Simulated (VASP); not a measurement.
# CdSn2O3 (P6/mmm) in VASP: relaxation of cell and atoms with PBE

Aim: the relaxation of cell and atoms of CdSn2O3 with PBE.

All numbers are computed with VASP 6.6.1; they aren't measurements. Logs are shortened: lines on timing, memory, paths and dates and some standing lists are left out, and cuts for length are marked.

## Step 1: The cell of the first run

It takes space group P6/mmm (No. 191, hexagonal). Conventional cell: a = 6.108 Å, b = 6.108 Å, c = 3.073 Å, α = 90.00°, β = 90.00°, γ = 120.00°. Cd (site symmetry 6/mmm) has 6 O at 3.05 Å and 2 Cd at 3.07 Å and 12 Sn at 3.85 Å within 4.0 Å. Sn (site symmetry -6m2) has 6 O at 2.34 Å and 2 Sn at 3.07 Å within 3.1 Å. Within 3.1 Å of O (site symmetry mmm) lie 4 Sn at 2.34 Å and 2 Cd at 3.05 Å and 6 O at 3.05 to 3.07 Å.

The cell was generated, and may not be a known phase.

## Step 2: Relaxation of cell and atoms, PBE

INCAR reads:

```
SYSTEM = CdSn2O3
ALGO     = Normal         ! electronic algorithm
EDIFF    = 1E-6           ! SCF threshold, eV
EDIFFG   = -0.01          ! ionic threshold
ENCUT    = 600            ! plane-wave cutoff, eV
GGA      = PE             ! functional
IBRION   = 2              ! ionic algorithm
ISIF     = 3              ! what is computed and relaxed
ISMEAR   = 0              ! smearing method
LASPH    = .TRUE.         ! aspherical terms in the spheres
LCHARG   = .FALSE.        ! write CHGCAR
LREAL    = .FALSE.        ! projectors in reciprocal space
LWAVE    = .FALSE.        ! write WAVECAR
NELM     = 80             ! most SCF steps
NSW      = 100            ! ionic steps
PREC     = Accurate       ! precision mode
SIGMA    = 0.1            ! smearing width, eV
```

KPOINTS reads:

```
k-points
0
G
  6 6 12
  0 0 0
```

POSCAR reads:

```
CdSn2O3
1.0
    6.1077999406      0.0000000000      0.0000000000
   -3.0538999703      5.2895099098      0.0000000000
    0.0000000000      0.0000000000      3.0727317149
Cd Sn O
1 2 3
Direct
    0.0000000000      0.0000000000      0.0000000000
    0.3333333333      0.6666666667      0.5000000000
    0.6666666667      0.3333333333      0.5000000000
    0.5000000000      0.0000000000      0.0000000000
    0.0000000000      0.5000000000      0.0000000000
    0.5000000000      0.5000000000      0.0000000000
```

Potentials or basis: VASP PAW PBE potentials, release 64 (Cd, Sn_d, O).

The run is started by

```bash
$ cat potpaw_PBE.64/Cd/POTCAR potpaw_PBE.64/Sn_d/POTCAR potpaw_PBE.64/O/POTCAR > POTCAR
$ mpirun -np 1 vasp_std > vasp.out
```

OUTCAR:

```text
SYSTEM = CdSn2O3
   EDIFF = 1E-6
   EDIFFG = -0.01
   ENCUT = 600
   GGA = PE
   IBRION = 2
   ISIF = 3
   ISMEAR = 0
   LASPH = .TRUE.
   LREAL = .FALSE.
   NELM = 80
   NSW = 100
   PREC = Accurate

 ion  position               nearest neighbor table
   1  0.000  0.000  0.000-
   2  0.333  0.667  0.500-   5 2.34   5 2.34   4 2.34   4 2.34   6 2.34   6 2.34   3 3.53   3 3.53
                             3 3.53
   3  0.667  0.333  0.500-   5 2.34   5 2.34   4 2.34   4 2.34   6 2.34   6 2.34   2 3.53   2 3.53
                             2 3.53
   4  0.500  0.000  0.000-   2 2.34   3 2.34   2 2.34   3 2.34
   5  0.000  0.500  0.000-   2 2.34   3 2.34   2 2.34   3 2.34
   6  0.500  0.500  0.000-   2 2.34   3 2.34   2 2.34   3 2.34

  LATTYP: Found a hexagonal cell.
 ALAT       =     6.1077999406
 C/A-ratio  =     0.5030832288

  Lattice vectors:

 A1 = (   6.1077999406,   0.0000000000,   0.0000000000)
 A2 = (  -3.0538999703,   5.2895099098,   0.0000000000)
 A3 = (   0.0000000000,   0.0000000000,   3.0727317149)

Analysis of symmetry for initial positions (statically):
=====================================================================
 Subroutine PRICEL returns:
 Original cell was already a primitive cell.

 Routine SETGRP: Setting up the symmetry group for a
 hexagonal supercell.

 Subroutine GETGRP returns: Found 24 space group operations
 (whereof 24 operations were pure point group operations)
 out of a pool of 24 trial point group operations.

The static configuration has the point symmetry D_6h.

Analysis of symmetry for dynamics (positions and initial velocities):
=====================================================================
 Subroutine PRICEL returns:
 Original cell was already a primitive cell.

 Routine SETGRP: Setting up the symmetry group for a
 hexagonal supercell.

 Subroutine GETGRP returns: Found 24 space group operations
 (whereof 24 operations were pure point group operations)
 out of a pool of 24 trial point group operations.

The dynamic configuration has the point symmetry D_6h.

 Subroutine INISYM returns: Found 24 space group operations
 (whereof 24 operations are pure point group operations),
 and found     1 'primitive' translations

----------------------------------------------------------------------------------------

                                     Primitive cell

  volume of cell :      99.2716

  direct lattice vectors                    reciprocal lattice vectors
     6.107799941  0.000000000  0.000000000     0.163725074  0.094526716  0.000000000
    -3.053899970  5.289509910  0.000000000     0.000000000  0.189053432  0.000000000
     0.000000000  0.000000000  3.072731715     0.000000000  0.000000000  0.325443316

  length of vectors
     6.107799941  6.107799941  3.072731715     0.189053432  0.189053432  0.325443316

  position of ions in fractional coordinates (direct lattice)
     0.000000000  0.000000000  0.000000000
     0.333333333  0.666666667  0.500000000
     0.666666667  0.333333333  0.500000000
     0.500000000  0.000000000  0.000000000
     0.000000000  0.500000000  0.000000000
     0.500000000  0.500000000  0.000000000

  ion indices of the primitive-cell ions
   primitive index   ion index
                 1           1
                 2           2
                 3           3
                 4           4
                 5           5
                 6           6

----------------------------------------------------------------------------------------

 KPOINTS: k-points

Automatic generation of k-mesh.
 Grid dimensions read from file:
 generate k-points for:    6    6   12

 Generating k-lattice:

  Cartesian coordinates                     Fractional coordinates (reciprocal lattice)
     0.027287512  0.015754453  0.000000000     0.166666667  0.000000000  0.000000000
     0.000000000  0.031508905  0.000000000     0.000000000  0.166666667  0.000000000
     0.000000000  0.000000000  0.027120276     0.000000000  0.000000000  0.083333333

  Length of vectors
     0.031508905  0.031508905  0.027120276

  Shift w.r.t. Gamma in fractional coordinates (k-lattice)
     0.000000000  0.000000000  0.000000000

 Subroutine IBZKPT returns following result:
 ===========================================

 Found     49 irreducible k-points:

 Following reciprocal coordinates:
            Coordinates               Weight
  0.000000  0.000000  0.000000      1.000000
  0.166667  0.000000  0.000000      6.000000
  0.333333  0.000000  0.000000      6.000000
  0.500000  0.000000  0.000000      3.000000
  0.166667  0.166667  0.000000      6.000000
  0.333333  0.166667  0.000000     12.000000
[... 16 lines left out ...]
  0.166667  0.000000  0.250000     12.000000
  0.333333  0.000000  0.250000     12.000000
 [... further k-points ...]
   k-points           NKPTS =     49   k-points in BZ     NKDIM =     49   number of bands    NBANDS=     34
   number of dos      NEDOS =    301   number of ions     NIONS =      6
   total plane-waves  NPLWV =  70000
   dimension x,y,z NGX =    50 NGY =   50 NGZ =   28
   dimension x,y,z NGXF=   100 NGYF=  100 NGZF=   56
   ions per type =               1   2   3
   NGX,Y,Z   is equivalent  to a cutoff of  13.61, 13.61, 15.15 a.u.
   NGXF,Y,Z  is equivalent  to a cutoff of  27.22, 27.22, 30.30 a.u.
 SYSTEM =  CdSn2O3
   PREC   = accura    normal or accurate (medium, high low for compatibility)
   ISTART =      0    job   : 0-new  1-cont  2-samecut
   ICHARG =      2    charge: 1-file 2-atom 10-const
   ISPIN  =      1    spin polarized calculation?
   LNONCOLLINEAR =      F non collinear calculations
   LSORBIT =      F    spin-orbit coupling
   LASPH  =      T    aspherical Exc in radial PAW
   ENCUT  =  600.0 eV  44.10 Ry    6.64 a.u.  12.20 12.20  6.14*2*pi/ulx,y,z
   NELM   =     80;   NELMIN=  2; NELMDL= -5     # of ELM steps
   EDIFF  = 0.1E-05   stopping-criterion for ELM
   LREAL  =      F    real-space projection
   EDIFFG = -.1E-01   stopping-criterion for IOM
   NSW    =    100    number of steps for IOM
   IBRION =      2    ionic relax: 0-MD 1-quasi-New 2-CG
   NFREE  =      1    steps in history (QN), initial steepest desc. (CG)
   ISIF   =      3    stress and relaxation
   ISYM   =      2    0-nonsym 1-usesym 2-fastsym
   POTIM  = 0.5000    time-step for ionic-motion
   TEBEG  =    0.0;   TEEND  =   0.0 temperature during run
   PSTRESS=    0.0 pullay stress
   NELECT =      58.0000    total number of electrons
   NUPDOWN=      -1.0000    fix difference up-down
   EMIN   =  10.00;   EMAX   =-10.00  energy-range for DOS
   EFERMI =   0.00;   METHOD = LEGACY
   ISMEAR =     0;   SIGMA  =   0.10  broadening in eV -4-tet -1-fermi 0-gaus
   EFERMI_NEDOS =   21; number of points for ismear=-14 and -15
   IALGO  =     38    algorithm
   IMIX   =      4    mixing-type and parameters
     AMIX     =   0.40;   BMIX     =  1.00
     AMIX_MAG =   1.60;   BMIX_MAG =  1.00
  volume/ion in A,a.u.               =      16.55       111.65
  Fermi-wavevector in a.u.,A,eV,Ry     =   1.368598  2.586275 25.484531  1.873060
  Thomas-Fermi vector in A             =   2.494548
   LORBIT       =      0    0 simple, 1 ext, 2 COOP (PROOUT), +10 PAW based schemes
   GGA     = PE    functional components
   LHFCALC =     F    Hartree Fock is set to
   AEXX    =    0.0000 exact exchange contribution
   IVDW    =     0    specifies the selected vdW correction
   LEPSILON=     F    determine dielectric tensor
   LRPA    =     F    only Hartree local field effects (RPA)
 conjugate gradient relaxation of ions
 non-spin polarized calculation
 Gauss-broadening in eV      SIGMA  =   0.10
  energy-cutoff  :      600.00
  volume of cell :       99.27
 maximum number of plane-waves:      3342
 NGX is ok and might be reduce to    50
   NGX = 25   NGY = 25   NGZ = 13

--------------------------------------- Ionic step        1  -------------------------------------------

 number of electron      58.0000000 magnetization

 Free energy of the ion-electron system (eV)
  ---------------------------------------------------
  ext. energy  EPLUGINS =         0.00000000
  ---------------------------------------------------
  free energy    TOTEN  =       -27.95852604 eV

  energy without entropy =      -27.94238290  energy(sigma->0) =      -27.95045447

------------------------ aborting loop because EDIFF is reached ----------------------------------------

  FORCE on cell =-STRESS in cart. coord.  units (eV):
  Direction    XX          YY          ZZ          XY          YZ          ZX
  --------------------------------------------------------------------------------------
  -------------------------------------------------------------------------------------
  Total       -0.4061978     -0.4061978     -0.1217798      0.0000000     -0.0000000     -0.0000000
  in kB       -6.5557635     -6.5557635     -1.9654460      0.0000000     -0.0000000     -0.0000000
  external PRESSURE =      -5.0256577 kB  Pullay stress =       0.0000000 kB
[... 105 lines left out ...]
  energy  without entropy=      -27.9440406129  energy(sigma->0) =      -27.95192568

--------------------------------------- Ionic step        4  -------------------------------------------

 number of electron      58.0000002 magnetization

 Free energy of the ion-electron system (eV)
  ---------------------------------------------------
  ext. energy  EPLUGINS =         0.00000000
  ---------------------------------------------------
  free energy    TOTEN  =       -27.96000013 eV

  energy without entropy =      -27.94418028  energy(sigma->0) =      -27.95209021

 E-fermi :   5.8138     XC(G=0): -10.6080

 val. band max:        5.7909054795   @ k =   0.3333   0.3333   0.3333
 cond. band min:       5.8338501011   @ k =   0.3333   0.3333   0.4167
 fundamental gap:      0.0429446216
 Fermi energy:         5.8137966842

 k-point     1 :       0.0000    0.0000    0.0000
  band No.  band energies     occupation
      1     -16.3024      2.00000
      2     -16.2490      2.00000
      3     -16.2050      2.00000
      4     -16.2050      2.00000
      5     -16.0661      2.00000
      6     -16.0661      2.00000
[... 877 lines left out ...]
     33      10.1418      0.00000
     34      10.5731      0.00000

 [... further k-points ...]

------------------------ aborting loop because EDIFF is reached ----------------------------------------

  FORCE on cell =-STRESS in cart. coord.  units (eV):
  Direction    XX          YY          ZZ          XY          YZ          ZX
  --------------------------------------------------------------------------------------
  -------------------------------------------------------------------------------------
  Total        0.0069581      0.0069581      0.0251211     -0.0000000     -0.0000000      0.0000000
  in kB        0.1131138      0.1131138      0.4083819     -0.0000000     -0.0000000      0.0000000
  external PRESSURE =       0.2115365 kB  Pullay stress =       0.0000000 kB
[... 21 lines left out ...]
  FREE ENERGIE OF THE ION-ELECTRON SYSTEM (eV)
  ---------------------------------------------------
  free  energy   TOTEN  =       -27.9600001318 eV

  energy  without entropy=      -27.9441802809  energy(sigma->0) =      -27.95209021

 reached required accuracy - stopping structural energy minimisation
```

Wall time 7.4 min (1 thread of Oxide Virtual Turin-like, shared host); peak memory 0.35 GiB.

Results:

```
Free energy                           : -27.9600 eV
Relaxed volume                        : 16.43 Å³/atom
Relaxed cell                          : a = 6.084 Å, b = 6.084 Å, c = 3.074 Å, α = 90.00°, β = 90.00°, γ = 120.00°
Space group after relaxing (to 0.1 Å) : P6/mmm (No. 191)
Energy gained by relaxing             : 0.2 meV/atom
Ionic steps                           : 4
Pressure after relaxing               : 0.0 GPa
Band gap on the k mesh                : zero (bands 29 and 30 overlap by 1.68 eV)
```

Step by step:
| step | energy change (eV) | largest force (eV/Å) | pressure (GPa) | volume (Å³) |
| --- | --- | --- | --- | --- |
| 1 | 0.0000 | 0.0000 | -0.50 | 99.27 |
| 2 | -0.0013 | 0.0000 | 0.09 | 98.53 |
| 3 | -0.0013 | 0.0000 | 0.09 | 98.54 |
| 4 | -0.0015 | 0.0000 | 0.02 | 98.56 |

Final structure:
```yaml
crystal:
  lattice:
    - [6.08400, 0.00000, 0.00000]
    - [-3.04200, 5.26890, 0.00000]
    - [0.00000, 0.00000, 3.07449]
  atoms:
    - { symbol: Cd, position: [0.00000, 0.00000, 0.00000] }
    - { symbol: Sn, position: [0.33333, 0.66667, 0.50000] }
    - { symbol: Sn, position: [0.66667, 0.33333, 0.50000] }
    - { symbol: O, position: [0.50000, 0.00000, 0.00000] }
    - { symbol: O, position: [0.00000, 0.50000, 0.00000] }
    - { symbol: O, position: [0.50000, 0.50000, 0.00000] }
```

Levels at points of the mesh, in eV from the Fermi level:
```csv
k point,band 26,band 27,band 28,band 29,band 30,band 31,band 32,band 33
"(0.00, 0.00, 0.00)",-3.03,-3.03,-2.66,-2.53,1.93,1.93,2.22,3.49
"(0.50, 0.00, 0.00)",-3.03,-2.81,-2.04,-1.28,0.14,1.72,3.02,4.99
"(0.00, 0.00, 0.50)",-2.95,-2.95,-2.34,0.57,0.90,2.05,2.56,2.56
"(0.50, 0.00, 0.50)",-3.29,-2.54,-1.71,0.17,0.42,2.02,3.47,4.05
```

Caveat: spin-orbit coupling is left out, which moves the levels of the heavy elements.

The gap in the log of VASP goes by the Fermi energy; the results here count the filled bands.